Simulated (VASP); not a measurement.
# Ge (Fm-3m) in VASP: a series of runs, part 2 of 2

VASP 6.6.1.

## 3. Single point, r2SCAN

POSCAR

```
Ge
1.0
    0.0000000000      2.1162369513      2.1162369513
    2.1162369513      0.0000000000      2.1162369513
    2.1162369513      2.1162369513      0.0000000000
Ge
1
Direct
    0.0000000000      0.0000000000      0.0000000000
```

INCAR.step1

```
SYSTEM = Ge
PREC     = Accurate       ! precision mode
ENCUT    = 520            ! plane-wave cutoff, eV
ISMEAR   = -1             ! smearing method
SIGMA    = 0.1            ! smearing width, eV
LREAL    = .FALSE.        ! projectors in reciprocal space
LASPH    = .TRUE.         ! aspherical terms in the spheres
NELM     = 60             ! most SCF steps
NBANDS   = 13             ! bands
GGA      = PE             ! functional
ALGO     = Normal         ! electronic algorithm
EDIFF    = 1E-4           ! SCF threshold, eV
LWAVE    = .TRUE.         ! write WAVECAR
LCHARG   = .FALSE.        ! write CHGCAR
```

INCAR.step2

```
SYSTEM = Ge
PREC     = Accurate       ! precision mode
ENCUT    = 520            ! plane-wave cutoff, eV
EDIFF    = 1E-6           ! SCF threshold, eV
ISMEAR   = -1             ! smearing method
SIGMA    = 0.1            ! smearing width, eV
LREAL    = .FALSE.        ! projectors in reciprocal space
LASPH    = .TRUE.         ! aspherical terms in the spheres
NELM     = 60             ! most SCF steps
ALGO     = Normal         ! electronic algorithm
ISIF     = 2              ! what is computed and relaxed
LWAVE    = .FALSE.        ! write WAVECAR
LCHARG   = .FALSE.        ! write CHGCAR
METAGGA  = R2SCAN         ! meta-GGA
LMIXTAU  = .TRUE.       
NBANDS   = 13             ! bands
ISTART   = 1
```

KPOINTS

```
regular mesh
0
G
  13 13 13
  0 0 0
```

Potentials or basis: VASP PAW PBE potentials, release 64 (Ge_d).

Launch:

```bash
> cat potpaw_PBE.64/Ge_d/POTCAR > POTCAR
> cp INCAR.step1 INCAR
> mpirun -np 1 vasp_std > vasp.out
> cp INCAR.step2 INCAR
> mpirun -np 1 vasp_std > vasp.out
```

OUTCAR:

```text
SYSTEM = Ge
   PREC = Accurate
   ENCUT = 520
   EDIFF = 1E-6
   ISMEAR = -1
   LREAL = .FALSE.
   LASPH = .TRUE.
   NELM = 60
   ISIF = 2
   METAGGA = R2SCAN
   ISTART = 1

 ion  position               nearest neighbor table
   1  0.000  0.000  0.000-

  LATTYP: Found a face centered cubic cell.
 ALAT       =     4.2324739026

  Lattice vectors:

 A1 = (   0.0000000000,   2.1162369513,   2.1162369513)
 A2 = (   2.1162369513,   0.0000000000,   2.1162369513)
 A3 = (   2.1162369513,   2.1162369513,   0.0000000000)

Analysis of symmetry for initial positions (statically):
[... 33 lines left out ...]
                                     Primitive cell

  volume of cell :      18.9550

  direct lattice vectors                    reciprocal lattice vectors
     0.000000000  2.116236951  2.116236951    -0.236268439  0.236268439  0.236268439
     2.116236951  0.000000000  2.116236951     0.236268439 -0.236268439  0.236268439
     2.116236951  2.116236951  0.000000000     0.236268439  0.236268439 -0.236268439

  length of vectors
     2.992810998  2.992810998  2.992810998     0.409228940  0.409228940  0.409228940

  position of ions in fractional coordinates (direct lattice)
[... 126 lines left out ...]
 val. band max:        6.7385967358   @ k =   0.3846   0.2308   0.0000
 cond. band min:       6.7935328463   @ k =  -0.3077   0.4615   0.2308
 fundamental gap:      0.0549361106
 Fermi energy:         6.7589486005

 k-point     1 :       0.0000    0.0000    0.0000
  band No.  band energies     occupation
      1     -18.8423      2.00000
      2     -18.8423      2.00000
      3     -18.8422      2.00000
      4     -18.7897      2.00000
      5     -18.7897      2.00000
      6      -7.1978      2.00000
      7      16.1040      0.00000
      8      16.1042      0.00000
      9      16.1042      0.00000
     10      21.3659      0.00000
     11      21.3659      0.00000
     12      21.3660      0.00000
     13      22.5979      0.00000
[... 354 lines left out ...]
  band No.  band energies     occupation
      1     -18.8526      2.00000
      2     -18.8270      2.00000
      3     -18.8145      2.00000
      4     -18.7665      2.00000
      5     -18.7384      2.00000
      6      -2.3345      2.00000
      7       3.0294      2.00000
      8      10.9316      0.00000
      9      12.1696      0.00000
     10      16.7787      0.00000
     11      22.7743      0.00000
     12      23.1533      0.00000
     13      26.3422      0.00000

 [... further k-points ...]
[... 5 lines left out ...]
  --------------------------------------------------------------------------------------
  -------------------------------------------------------------------------------------
  Total       -0.0203751     -0.0203751     -0.0203751      0.0000000      0.0000000      0.0000000
  in kB       -1.7222172     -1.7222172     -1.7222172      0.0000000      0.0000000      0.0000000
  external PRESSURE =      -1.7222172 kB  Pullay stress =       0.0000000 kB

 VOLUME and BASIS-vectors are now :
 -----------------------------------------------------------------------------
  energy-cutoff  :      520.00
  volume of cell :       18.95
      direct lattice vectors                 reciprocal lattice vectors
     0.000000000  2.116236951  2.116236951    -0.236268439  0.236268439  0.236268439
     2.116236951  0.000000000  2.116236951     0.236268439 -0.236268439  0.236268439
     2.116236951  2.116236951  0.000000000     0.236268439  0.236268439 -0.236268439

 POSITION                                       TOTAL-FORCE (eV/Angst)
 -----------------------------------------------------------------------------------
      0.00000      0.00000      0.00000         0.000000      0.000000      0.000000
 -----------------------------------------------------------------------------------
    total drift:                               -0.000000      0.000000      0.000000

  FREE ENERGIE OF THE ION-ELECTRON SYSTEM (eV)
  ---------------------------------------------------
  free  energy   TOTEN  =       -13.2993913801 eV

  energy  without entropy=      -13.2846331705  energy(sigma->0) =      -13.29201228
```

OUTCAR.step1:

```text
SYSTEM = Ge
   PREC = Accurate
   ENCUT = 520
   ISMEAR = -1
   LREAL = .FALSE.
   LASPH = .TRUE.
[... 600 lines left out ...]
 -----------------------------------------------------------------------------------
      0.00000      0.00000      0.00000        -0.000000     -0.000000     -0.000000
 -----------------------------------------------------------------------------------
    total drift:                                0.000000      0.000000     -0.000000

  FREE ENERGIE OF THE ION-ELECTRON SYSTEM (eV)
  ---------------------------------------------------
  free  energy   TOTEN  =        -4.1880264939 eV

  energy  without entropy=       -4.1727894347  energy(sigma->0) =       -4.18040796
```

It took 46 s on 1 thread of Intel Xeon Platinum 8259CL at 2.50GHz (Skylake/Cascade Lake), shared host; peak memory 0.15 GiB.

Results:

- Free energy: -13.2994 eV
- Pressure: -0.2 GPa
- Band gap on the k mesh: zero (band 7 reaches 16.10 eV, above the bottom of band 8 at 4.24 eV)

Caveat: the PAW data sets were made with another functional, which shifts forces and pressure a little.

## 4. Single point, r2SCAN (volume scaled by 0.88)

POSCAR

```
Ge
1.0
    0.0000000000      2.0279559501      2.0279559501
    2.0279559501      0.0000000000      2.0279559501
    2.0279559501      2.0279559501      0.0000000000
Ge
1
Direct
    0.0000000000      0.0000000000      0.0000000000
```

INCAR.step1

```
SYSTEM = Ge
PREC = Accurate ; ENCUT = 520
ISMEAR = -1 ; SIGMA = 0.1
LREAL = .False. ; LASPH = .True.
NELM = 100 ; NBANDS = 13
GGA = PE ; ALGO = Normal
EDIFF = 1E-4 ; LWAVE = .True.
LCHARG = .False.
```

INCAR.step2

```
SYSTEM = Ge
PREC = Accurate ; ENCUT = 520
EDIFF = 1E-7 ; ISMEAR = -1
SIGMA = 0.1 ; LREAL = .False.
LASPH = .True. ; NELM = 100
ALGO = Normal ; ISIF = 2
LWAVE = .False. ; LCHARG = .False.
METAGGA = R2SCAN ; LMIXTAU = .True.
NBANDS = 13 ; ISTART = 1
```

KPOINTS

```
Automatic mesh
0
Gamma
  14 14 14
  0 0 0
```

Launch:

```bash
> cat potpaw_PBE.64/Ge_d/POTCAR > POTCAR
> cp INCAR.step1 INCAR
> mpirun -np 1 vasp_std > vasp.out
> cp INCAR.step2 INCAR
> mpirun -np 1 vasp_std > vasp.out
```

It took 71 s on 1 thread of Intel Xeon Platinum 8259CL at 2.50GHz (Skylake/Cascade Lake), shared host; peak memory 0.15 GiB.

The run converged. Its results:

* Free energy: -13.2227 eV
* Pressure: 11.6 GPa
* Band gap on the k mesh: zero (band 7 reaches 18.97 eV, above the bottom of band 8 at 5.34 eV)

Levels at points of the mesh, in eV from the Fermi level:
| k point | band 4 | band 5 | band 6 | band 7 | band 8 | band 9 | band 10 | band 11 |
| --- | --- | --- | --- | --- | --- | --- | --- | --- |
| (0.00, 0.00, 0.00) | -25.56 | -25.56 | -15.12 | 10.77 | 10.77 | 10.77 | 15.54 | 15.54 |
| (0.50, 0.00, 0.00) | -25.49 | -25.49 | -8.60 | -6.79 | 8.18 | 8.18 | 13.99 | 13.99 |
| (0.50, 0.50, 0.00) | -25.48 | -25.48 | -5.63 | -5.36 | 2.93 | 2.93 | 7.02 | 7.50 |

Caveat: the PAW data sets were made with another functional, which shifts forces and pressure a little.

## 5. Single point, r2SCAN (volume scaled by 0.92)

POSCAR

```
Ge
1.0
    0.0000000000      2.0582284124      2.0582284124
    2.0582284124      0.0000000000      2.0582284124
    2.0582284124      2.0582284124      0.0000000000
Ge
1
Direct
    0.0000000000      0.0000000000      0.0000000000
```

INCAR.step1

```
PREC     = Accurate       # precision mode
ENCUT    = 520            # plane-wave cutoff, eV
ISMEAR   = -1             # smearing method
SIGMA    = 0.1            # smearing width, eV
LREAL    = F              # projectors in reciprocal space
LASPH    = T              # aspherical terms in the spheres
NELM     = 100            # most SCF steps
NBANDS   = 13             # bands
GGA      = PE             # functional
ALGO     = Normal         # electronic algorithm
EDIFF    = 1E-4           # SCF threshold, eV
LWAVE    = T              # write WAVECAR
LCHARG   = F              # write CHGCAR
```

INCAR.step2

```
PREC     = Accurate       # precision mode
ENCUT    = 520            # plane-wave cutoff, eV
EDIFF    = 1E-7           # SCF threshold, eV
ISMEAR   = -1             # smearing method
SIGMA    = 0.1            # smearing width, eV
LREAL    = F              # projectors in reciprocal space
LASPH    = T              # aspherical terms in the spheres
NELM     = 100            # most SCF steps
ALGO     = Normal         # electronic algorithm
ISIF     = 2              # what is computed and relaxed
LWAVE    = F              # write WAVECAR
LCHARG   = F              # write CHGCAR
METAGGA  = R2SCAN         # meta-GGA
LMIXTAU  = T            
NBANDS   = 13             # bands
ISTART   = 1
```

KPOINTS

```
regular mesh
0
Gamma
  14 14 14
```

Launch:

```bash
> cat potpaw_PBE.64/Ge_d/POTCAR > POTCAR
> cp INCAR.step1 INCAR
> mpirun -np 1 vasp_std > vasp.out
> cp INCAR.step2 INCAR
> mpirun -np 1 vasp_std > vasp.out
```

Wall time 74 s (1 thread of Intel Xeon Platinum 8259CL at 2.50GHz (Skylake/Cascade Lake), shared host); peak memory 0.16 GiB.

The run converged. Its results:

| Property | Result |
| --- | --- |
| Free energy | -13.2663 eV |
| Pressure | 6.8 GPa |
| Band gap on the k mesh | zero (band 7 reaches 17.94 eV, above the bottom of band 8 at 4.94 eV) |

Levels at points of the mesh, in eV from the Fermi level:
```tsv
k point	band 4	band 5	band 6	band 7	band 8	band 9	band 10	band 11
(0.00, 0.00, 0.00)	-25.55	-25.55	-14.70	10.26	10.26	10.26	15.21	15.21
(0.50, 0.00, 0.00)	-25.49	-25.49	-8.51	-6.48	7.80	7.80	13.73	13.73
(0.50, 0.50, 0.00)	-25.47	-25.47	-5.69	-5.12	2.83	2.83	6.97	7.31
```

Caveat: the PAW data sets were made with another functional, which shifts forces and pressure a little.

## 6. Summary

```tsv
cell	k mesh	gap on the mesh (eV)	pressure (GPa)
a = 2.993 Å, angles 60.0°, 1 atom	7 × 7 × 7	none	-0.1
a = 2.993 Å, angles 60.0°, 1 atom	13 × 13 × 13	none	-0.2
a = 2.868 Å, angles 60.0°, 1 atom	14 × 14 × 14	none	11.6
a = 2.911 Å, angles 60.0°, 1 atom	14 × 14 × 14	none	6.8
```

Alike in all rows: task single point; level r2SCAN; potentials or basis VASP PAW PBE potentials, release 64 (Ge_d); no spin polarisation; cutoff (eV) 520; smearing fermi-dirac 0.1 eV.

Caveats: some runs use coarse meshes; the PAW data sets were made with another functional, which shifts forces and pressure a little.

Total energies depend on the potentials used, so only differences within one code and one set of settings carry meaning.
